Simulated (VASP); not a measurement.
# MgS (P6_3mc) in VASP: single point with r2SCAN

Aim: the single point of MgS with r2SCAN.

All numbers are computed with VASP 6.6.1; they aren't measurements. Logs are shortened: lines on timing, memory, paths and dates and some standing lists are left out, and cuts for length are marked.

## (1) The cell of the first run

Symmetry: P6_3mc, No. 186, hexagonal system. The conventional cell has a = 4.035 Å, b = 4.035 Å, c = 6.432 Å, α = 90.00°, β = 90.00°, γ = 120.00°. Within 3.2 Å of Mg (site symmetry 3m) lie 4 S at 2.45 to 2.47 Å. Within 3.2 Å of S (site symmetry 3m) lie 4 Mg at 2.45 to 2.47 Å.

## (2) Single point, r2SCAN

Contents of POSCAR:

```
MgS
1.0
    4.0346224100      0.0000000000      0.0000000000
   -2.0173112000      3.4940855000      0.0000000000
    0.0000000000      0.0000000000      6.4322941800
Mg S
2 2
Direct
    0.6666666676      0.3333333286      0.4957548506
    0.3333333285      0.6666666686      0.9957548506
    0.3333333285      0.6666666686      0.3792441502
    0.6666666676      0.3333333286      0.8792441502
```

Contents of INCAR.step1:

```
  PREC = Accurate
  ENCUT = 520
  ISMEAR = 0
  SIGMA = 0.01
  LREAL = F
  LASPH = T
  NELM = 80
  NBANDS = 16
  GGA = PE
  ALGO = Normal
  EDIFF = 1E-4
  LWAVE = T
  LCHARG = F
```

Contents of INCAR.step2:

```
  PREC = Accurate
  ENCUT = 520
  EDIFF = 1E-6
  ISMEAR = 0
  SIGMA = 0.01
  LREAL = F
  LASPH = T
  NELM = 80
  ALGO = Normal
  ISIF = 2
  LWAVE = F
  LCHARG = T
  METAGGA = R2SCAN
  LMIXTAU = T
  LELF = T
  LVHAR = T
  NBANDS = 16
  ISTART = 1
```

Contents of KPOINTS:

```
Automatic mesh
0
Gamma
  4 4 2
```

Potentials or basis: VASP PAW PBE potentials, release 64 (Mg, S).

The run is started by

```console
$ cat potpaw_PBE.64/Mg/POTCAR potpaw_PBE.64/S/POTCAR > POTCAR
$ cp INCAR.step1 INCAR
$ mpirun -np 1 vasp_std > vasp.out
$ cp INCAR.step2 INCAR
$ mpirun -np 1 vasp_std > vasp.out
```

OUTCAR:

```text
PREC = Accurate
   ENCUT = 520
   EDIFF = 1E-6
   ISMEAR = 0
   LREAL = F
   LASPH = T
   NELM = 80
   ISIF = 2
   METAGGA = R2SCAN
   ISTART = 1

 ion  position               nearest neighbor table
   1  0.667  0.333  0.496-   3 2.45   3 2.45   3 2.45   4 2.47
   2  0.333  0.667  0.996-   4 2.45   4 2.45   4 2.45   3 2.47
   3  0.333  0.667  0.379-   1 2.45   1 2.45   1 2.45   2 2.47
   4  0.667  0.333  0.879-   2 2.45   2 2.45   2 2.45   1 2.47

  LATTYP: Found a hexagonal cell.
 ALAT       =     4.0346224100
 C/A-ratio  =     1.5942741418

  Lattice vectors:

 A1 = (   4.0346224100,   0.0000000000,   0.0000000000)
 A2 = (  -2.0173112000,   3.4940855000,   0.0000000000)
 A3 = (   0.0000000000,   0.0000000000,   6.4322941800)

Analysis of symmetry for initial positions (statically):
=====================================================================
 Subroutine PRICEL returns:
 Original cell was already a primitive cell.

 Routine SETGRP: Setting up the symmetry group for a
 hexagonal supercell.

 Subroutine GETGRP returns: Found 12 space group operations
 (whereof  6 operations were pure point group operations)
 out of a pool of 24 trial point group operations.

The static configuration has the point symmetry C_3v.
 The point group associated with its full space group is C_6v.

Analysis of symmetry for dynamics (positions and initial velocities):
=====================================================================
 Subroutine PRICEL returns:
 Original cell was already a primitive cell.

 Routine SETGRP: Setting up the symmetry group for a
 hexagonal supercell.

 Subroutine GETGRP returns: Found 12 space group operations
 (whereof  6 operations were pure point group operations)
 out of a pool of 24 trial point group operations.

The dynamic configuration has the point symmetry C_3v.
 The point group associated with its full space group is C_6v.

 Subroutine INISYM returns: Found 12 space group operations
 (whereof  6 operations are pure point group operations),
 and found     1 'primitive' translations

----------------------------------------------------------------------------------------

                                     Primitive cell

  volume of cell :      90.6781

  direct lattice vectors                    reciprocal lattice vectors
     4.034622410  0.000000000  0.000000000     0.247854669  0.143098959  0.000000000
    -2.017311200  3.494085500  0.000000000     0.000000000  0.286197919  0.000000000
     0.000000000  0.000000000  6.432294180     0.000000000  0.000000000  0.155465526

  length of vectors
     4.034622410  4.034622406  6.432294180     0.286197919  0.286197919  0.155465526

  position of ions in fractional coordinates (direct lattice)
     0.666666668  0.333333329  0.495754851
     0.333333328  0.666666669  0.995754851
     0.333333328  0.666666669  0.379244150
     0.666666668  0.333333329  0.879244150

  ion indices of the primitive-cell ions
   primitive index   ion index
                 1           1
                 2           2
                 3           3
                 4           4

----------------------------------------------------------------------------------------

 KPOINTS: Automatic mesh

Automatic generation of k-mesh.
 Grid dimensions read from file:
 generate k-points for:    4    4    2

 Generating k-lattice:

  Cartesian coordinates                     Fractional coordinates (reciprocal lattice)
     0.061963667  0.035774740  0.000000000     0.250000000  0.000000000  0.000000000
     0.000000000  0.071549480  0.000000000     0.000000000  0.250000000  0.000000000
     0.000000000  0.000000000  0.077732763     0.000000000  0.000000000  0.500000000

  Length of vectors
     0.071549480  0.071549480  0.077732763

  Shift w.r.t. Gamma in fractional coordinates (k-lattice)
     0.000000000  0.000000000  0.000000000

 Subroutine IBZKPT returns following result:
 ===========================================

 Found      8 irreducible k-points:

 Following reciprocal coordinates:
            Coordinates               Weight
  0.000000  0.000000  0.000000      1.000000
  0.250000 -0.000000  0.000000      6.000000
  0.500000 -0.000000  0.000000      3.000000
  0.250000  0.250000  0.000000      6.000000
  0.000000  0.000000  0.500000      1.000000
  0.250000 -0.000000  0.500000      6.000000
  0.500000 -0.000000  0.500000      3.000000
  0.250000  0.250000  0.500000      6.000000
   k-points           NKPTS =      8   k-points in BZ     NKDIM =      8   number of bands    NBANDS=     16
   number of dos      NEDOS =    301   number of ions     NIONS =      4
   total plane-waves  NPLWV =  43200
   dimension x,y,z NGX =    30 NGY =   30 NGZ =   48
   dimension x,y,z NGXF=    60 NGYF=   60 NGZF=   96
   ions per type =               2   2
   NGX,Y,Z   is equivalent  to a cutoff of  12.36, 12.36, 12.41 a.u.
   NGXF,Y,Z  is equivalent  to a cutoff of  24.72, 24.72, 24.81 a.u.
 SYSTEM =  unknown system
   PREC   = accura    normal or accurate (medium, high low for compatibility)
   ISTART =      1    job   : 0-new  1-cont  2-samecut
   ICHARG =      0    charge: 1-file 2-atom 10-const
   ISPIN  =      1    spin polarized calculation?
   LNONCOLLINEAR =      F non collinear calculations
   LSORBIT =      F    spin-orbit coupling
   LASPH  =      T    aspherical Exc in radial PAW
   ENCUT  =  520.0 eV  38.22 Ry    6.18 a.u.   7.50  7.50 11.96*2*pi/ulx,y,z
   NELM   =     80;   NELMIN=  2; NELMDL=  0     # of ELM steps
   EDIFF  = 0.1E-05   stopping-criterion for ELM
   LREAL  =      F    real-space projection
   EDIFFG = 0.1E-04   stopping-criterion for IOM
   NSW    =      0    number of steps for IOM
   IBRION =     -1    ionic relax: 0-MD 1-quasi-New 2-CG
   NFREE  =      0    steps in history (QN), initial steepest desc. (CG)
   ISIF   =      2    stress and relaxation
   ISYM   =      2    0-nonsym 1-usesym 2-fastsym
   POTIM  = 0.5000    time-step for ionic-motion
   TEBEG  =    0.0;   TEEND  =   0.0 temperature during run
   PSTRESS=    0.0 pullay stress
   NELECT =      16.0000    total number of electrons
   NUPDOWN=      -1.0000    fix difference up-down
   EMIN   =  10.00;   EMAX   =-10.00  energy-range for DOS
   EFERMI =   0.00;   METHOD = LEGACY
   ISMEAR =     0;   SIGMA  =   0.01  broadening in eV -4-tet -1-fermi 0-gaus
   EFERMI_NEDOS =   21; number of points for ismear=-14 and -15
   IALGO  =     38    algorithm
   IMIX   =      4    mixing-type and parameters
     AMIX     =   0.40;   BMIX     =  1.00
     AMIX_MAG =   1.60;   BMIX_MAG =  1.00
  volume/ion in A,a.u.               =      22.67       152.98
  Fermi-wavevector in a.u.,A,eV,Ry     =   0.918221  1.735187 11.471486  0.843130
  Thomas-Fermi vector in A             =   2.043279
   LORBIT       =      0    0 simple, 1 ext, 2 COOP (PROOUT), +10 PAW based schemes
   METAGGA = R2SCAN    functional components
   LHFCALC =     F    Hartree Fock is set to
   AEXX    =    0.0000 exact exchange contribution
   IVDW    =     0    specifies the selected vdW correction
   LEPSILON=     F    determine dielectric tensor
   LRPA    =     F    only Hartree local field effects (RPA)
 non-spin polarized calculation
 Gauss-broadening in eV      SIGMA  =   0.01
  energy-cutoff  :      520.00
  volume of cell :       90.68
 maximum number of plane-waves:      2462
 NGX is ok and might be reduce to    30
   NGX = 15   NGY = 15   NGZ = 23

 number of electron      16.0000004 magnetization

 Free energy of the ion-electron system (eV)
  ---------------------------------------------------
  ext. energy  EPLUGINS =         0.00000000
  ---------------------------------------------------
  free energy    TOTEN  =       -30.92408094 eV

  energy without entropy =      -30.92408094  energy(sigma->0) =      -30.92408094

 E-fermi :   1.0288     XC(G=0):  -8.7706

 val. band max:        0.9134396574   @ k =   0.0000   0.0000   0.0000
 cond. band min:       5.0143465887   @ k =   0.0000   0.0000   0.0000
 fundamental gap:      4.1009069312
 Fermi energy:         1.0287907744

 k-point     1 :       0.0000    0.0000    0.0000
  band No.  band energies     occupation
      1     -10.9745      2.00000
      2     -10.2272      2.00000
      3      -2.3372      2.00000
      4       0.3182      2.00000
      5       0.3182      2.00000
      6       0.7441      2.00000
      7       0.7441      2.00000
      8       0.9134      2.00000
      9       5.0143      0.00000
     10       6.2548      0.00000
     11       8.9869      0.00000
     12       8.9869      0.00000
     13       9.7623      0.00000
     14      10.0438      0.00000
     15      10.0438      0.00000
     16      10.7389      0.00000

 k-point     2 :       0.2500   -0.0000    0.0000
  band No.  band energies     occupation
      1     -10.6881      2.00000
      2     -10.1029      2.00000
      3      -1.8681      2.00000
      4      -1.0482      2.00000
      5      -0.5849      2.00000
      6      -0.0651      2.00000
      7       0.5987      2.00000
      8       0.6383      2.00000
      9       6.5052      0.00000
     10       7.0314      0.00000
     11       8.0406      0.00000
     12       8.7844      0.00000
     13       9.5178      0.00000
     14       9.5206      0.00000
     15      10.2654      0.00000
     16      10.6676      0.00000

 k-point     3 :       0.5000   -0.0000    0.0000
  band No.  band energies     occupation
      1     -10.2935      2.00000
      2     -10.0451      2.00000
      3      -2.1190      2.00000
      4      -1.5368      2.00000
      5      -0.9860      2.00000
      6      -0.3626      2.00000
      7      -0.0216      2.00000
      8       0.4270      2.00000
      9       6.1554      0.00000
     10       6.5987      0.00000
     11       7.3369      0.00000
     12       8.9664      0.00000
     13       9.8883      0.00000
     14      10.2535      0.00000
     15      10.6404      0.00000
     16      12.8356      0.00000

 k-point     4 :       0.2500    0.2500    0.0000
  band No.  band energies     occupation
      1     -10.3069      2.00000
      2     -10.0347      2.00000
      3      -1.6284      2.00000
      4      -1.4993      2.00000
      5      -1.0134      2.00000
      6      -0.7937      2.00000
      7      -0.1436      2.00000
      8       0.0731      2.00000
      9       6.5688      0.00000
     10       7.8953      0.00000
     11       8.3441      0.00000
     12       8.5856      0.00000
     13       9.0351      0.00000
     14      10.1171      0.00000
     15      10.1963      0.00000
     16      11.8341      0.00000

 k-point     5 :       0.0000    0.0000    0.5000
  band No.  band energies     occupation
      1     -10.6306      2.00000
      2     -10.6306      2.00000
      3      -0.9907      2.00000
      4      -0.9907      2.00000
      5       0.5242      2.00000
      6       0.5242      2.00000
      7       0.5242      2.00000
      8       0.5242      2.00000
      9       6.4796      0.00000
     10       6.4796      0.00000
     11       9.1238      0.00000
     12       9.1238      0.00000
     13       9.1238      0.00000
     14       9.1238      0.00000
     15       9.1794      0.00000
     16       9.1794      0.00000

 k-point     6 :       0.2500   -0.0000    0.5000
  band No.  band energies     occupation
      1     -10.4114      2.00000
      2     -10.4114      2.00000
      3      -1.4400      2.00000
      4      -1.4400      2.00000
      5      -0.0041      2.00000
      6      -0.0041      2.00000
      7       0.2426      2.00000
      8       0.2426      2.00000
      9       6.8202      0.00000
     10       6.8202      0.00000
     11       8.3353      0.00000
     12       8.3353      0.00000
     13       9.6827      0.00000
     14       9.6827      0.00000
     15      10.2795      0.00000
     16      10.2795      0.00000

 k-point     7 :       0.5000   -0.0000    0.5000
  band No.  band energies     occupation
      1     -10.1667      2.00000
      2     -10.1667      2.00000
      3      -2.2213      2.00000
      4      -2.2213      2.00000
      5      -0.0036      2.00000
      6      -0.0036      2.00000
      7       0.0967      2.00000
      8       0.0967      2.00000
      9       6.0715      0.00000
     10       6.0715      0.00000
     11       7.8073      0.00000
     12       7.8073      0.00000
     13      10.7896      0.00000
     14      10.7896      0.00000
     15      11.1133      0.00000
     16      11.1133      0.00000

 k-point     8 :       0.2500    0.2500    0.5000
  band No.  band energies     occupation
      1     -10.1692      2.00000
      2     -10.1692      2.00000
      3      -1.9200      2.00000
      4      -1.9200      2.00000
      5      -0.7120      2.00000
      6      -0.7120      2.00000
      7       0.2978      2.00000
      8       0.2978      2.00000
      9       6.9415      0.00000
     10       6.9415      0.00000
     11       8.3559      0.00000
     12       8.3559      0.00000
     13       9.5866      0.00000
     14       9.5866      0.00000
     15      10.3200      0.00000
     16      10.3200      0.00000

------------------------ aborting loop because EDIFF is reached ----------------------------------------

  FORCE on cell =-STRESS in cart. coord.  units (eV):
  Direction    XX          YY          ZZ          XY          YZ          ZX
  --------------------------------------------------------------------------------------
  -------------------------------------------------------------------------------------
  Total       -0.0888157     -0.0888157     -0.2340970     -0.0000000      0.0000000      0.0000000
  in kB       -1.5692720     -1.5692720     -4.1362251     -0.0000000      0.0000000      0.0000000
  external PRESSURE =      -2.4249230 kB  Pullay stress =       0.0000000 kB

 VOLUME and BASIS-vectors are now :
 -----------------------------------------------------------------------------
  energy-cutoff  :      520.00
  volume of cell :       90.68
      direct lattice vectors                 reciprocal lattice vectors
     4.034622410  0.000000000  0.000000000     0.247854669  0.143098959  0.000000000
    -2.017311200  3.494085500  0.000000000     0.000000000  0.286197919  0.000000000
     0.000000000  0.000000000  6.432294180     0.000000000  0.000000000  0.155465526

 POSITION                                       TOTAL-FORCE (eV/Angst)
 -----------------------------------------------------------------------------------
      2.01731      1.16470      3.18884         0.000000      0.000000      0.055082
     -0.00000      2.32939      6.40499         0.000000     -0.000000      0.055082
     -0.00000      2.32939      2.43941        -0.000000      0.000000     -0.055082
      2.01731      1.16470      5.65556         0.000000     -0.000000     -0.055082
 -----------------------------------------------------------------------------------
    total drift:                               -0.000002      0.000010      0.006044

  FREE ENERGIE OF THE ION-ELECTRON SYSTEM (eV)
  ---------------------------------------------------
  free  energy   TOTEN  =       -30.9240809398 eV

  energy  without entropy=      -30.9240809398  energy(sigma->0) =      -30.92408094
```

Wall time 2.5 min (1 thread of Intel Xeon 6975P-C, shared host); peak memory 0.21 GiB.

What came out:

| Quantity | Value |
| --- | --- |
| Free energy | -30.9241 eV |
| Pressure | -0.2 GPa |
| Largest force | 0.055 eV/Å |
| Band gap on the k mesh | 4.10 eV, direct |

Forces on the atoms (eV/Å):
```
Mg   0.000  0.000  0.055
Mg   0.000  0.000  0.055
S    0.000  0.000 -0.055
S    0.000  0.000 -0.055
```

Caveat: the k points lie up to 0.49 Å⁻¹ apart; the PAW data sets were made with another functional, which shifts forces and pressure a little. r2SCAN opens gaps a little over a GGA but as a rule still falls short of measured ones.
